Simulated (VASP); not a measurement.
Runs of VASP 6.6.1 on BP4. The structure is that of space group P6/mmm (No. 191), or close to it. The cells are those of the table. The cell was generated, and may not be a known phase.

```csv
task,cell,k mesh,cutoff (eV),gap on the mesh (eV),pressure (GPa),relaxed volume (Å³/atom)
single point,"a = 4.957, b = 4.957, c = 3.723 Å, angles 90.0, 90.0, 120.0°, 5 atoms",6 × 6 × 4,520,none,0.0,-
relaxation of cell and atoms,"relaxed from a = 4.957, b = 4.957, c = 3.723 Å, angles 90.0, 90.0, 120.0°, 5 atoms",6 × 6 × 6,600,none,0.1,(a)
relaxation of cell and atoms,"relaxed from a = 4.910, b = 4.910, c = 3.831 Å, angles 90.0, 90.0, 120.0°, 5 atoms",12 × 12 × 10,600,none,0.0,15.94
single point,"a = 4.083, b = 4.083, c = 5.881 Å, angles 90.0, 90.0, 120.0°, 5 atoms",6 × 6 × 4,520,none,22.7,-
single point,"a = 4.913, b = 4.913, c = 3.819 Å, angles 90.0, 90.0, 120.0°, 5 atoms",12 × 12 × 10,520,none,-0.1,-
```

Alike in all rows: level PBE; potentials or basis VASP PAW PBE potentials, release 64 (B, P); no spin polarisation; smearing gaussian 0.1 eV.

Q: Fill in the values left out.

A: (a) 15.95.

Caveats: some runs use coarse meshes; the stress differs along the axes, from -8 to 38 GPa (at least some runs); this functional lacks dispersion, which binds layers or chains, so the pressure and a relaxed spacing across them are unreliable (at least some runs).

A gap of «none» marks levels without a gap at the run's occupations.
